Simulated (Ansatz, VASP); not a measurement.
## One calculation of C, two programs

Contents of INCAR:

```
  ALGO = Normal
  EDIFF = 1E-6
  ENCUT = 520
  GGA = PE
  ISIF = 2
  ISMEAR = 0
  LASPH = T
  LCHARG = F
  LREAL = F
  LWAVE = F
  NBANDS = 36
  NELM = 60
  PREC = Accurate
  SIGMA = 0.05
```

KPOINTS

```
k-points
0
Gamma
  10 10 2
```

Contents of POSCAR:

```
C
1.0
    1.7857375322     -1.7857375322      0.0000000000
    1.7857375322      0.0000000000     -1.7857375322
    7.4316252634      7.4316252634      7.4316252634
C
12
Direct
    0.6666666667      0.6666666667      0.2603450824
    0.0000000000      0.0000000000      0.1001524400
    0.3333333333      0.3333333333      0.4205377248
    0.6666666667      0.6666666667      0.7409230095
    1.0000000000      1.0000000000      0.5807303672
    0.3333333333      0.3333333333      0.9011156519
    0.6666666667      0.6666666667      0.3804895642
    1.0000000000      1.0000000000      0.2202969218
    0.3333333333      0.3333333333      0.5406822066
    0.6666666667      0.6666666667      0.8610674913
    0.0000000000      0.0000000000      0.7008748489
    0.3333333333      0.3333333333      0.0601042794
```

Input for Ansatz:

```yaml
crystal:
  lattice:
    - [1.7857375322, -1.7857375322, 0.0]
    - [1.7857375322, 0.0, -1.7857375322]
    - [7.4316252634, 7.4316252634, 7.4316252634]
  atoms:
    - { symbol: C, position: [0.6666666667, 0.6666666667, 0.2603450824] }
    - { symbol: C, position: [0.0, 0.0, 0.10015244] }
    - { symbol: C, position: [0.3333333333, 0.3333333333, 0.4205377248] }
    - { symbol: C, position: [0.6666666667, 0.6666666667, 0.7409230095] }
    - { symbol: C, position: [1.0, 1.0, 0.5807303672] }
    - { symbol: C, position: [0.3333333333, 0.3333333333, 0.9011156519] }
    - { symbol: C, position: [0.6666666667, 0.6666666667, 0.3804895642] }
    - { symbol: C, position: [1.0, 1.0, 0.2202969218] }
    - { symbol: C, position: [0.3333333333, 0.3333333333, 0.5406822066] }
    - { symbol: C, position: [0.6666666667, 0.6666666667, 0.8610674913] }
    - { symbol: C, position: [0.0, 0.0, 0.7008748489] }
    - { symbol: C, position: [0.3333333333, 0.3333333333, 0.0601042794] }
basis:
  ecutwfc: 420
kpoints:
  mp_grid: { grid: [10, 10, 2] }
hamiltonian:
  xc: pbe
scf:
  occupations: { method: gaussian, width: 0.05 }
output:
  forces: true
  stress: true
  eigenvalues: true
```

Alike in both runs: task single point; functional PBE; k mesh 10 × 10 × 2; occupations gaussian, width 0.05 eV; no spin polarisation.

|  | VASP | Ansatz |
| --- | --- | --- |
| version | VASP 6.6.1 | Ansatz 0.2.0 |
| potentials or method | VASP PAW PBE potentials, release 64 (C), cutoff 520 eV | scalar-relativistic, plane waves, PAW |
| valence electrons in the cell | 48 | 48 |

Ansatz gave:

- gap on the k mesh at the Fermi level (eV): 2.99
- least direct gap on the mesh (eV): 3.48
- pressure (GPa): -7.3
- traceless stress, the component that is largest in VASP (GPa): -6.01
- rms of the force components (eV/Å): 0.626

Question: Which values does VASP return?

Answer: gap on the k mesh at the Fermi level (eV): 2.99; least direct gap on the mesh (eV): 3.48; pressure (GPa): -6.7; traceless stress, the component that is largest in VASP (GPa): -6.03; rms of the force components (eV/Å): 0.630.

Atom by atom the forces differ by 0.006 eV/Å (rms over components). With one functional, cell and mesh, what is left measures potentials, basis and numerics.
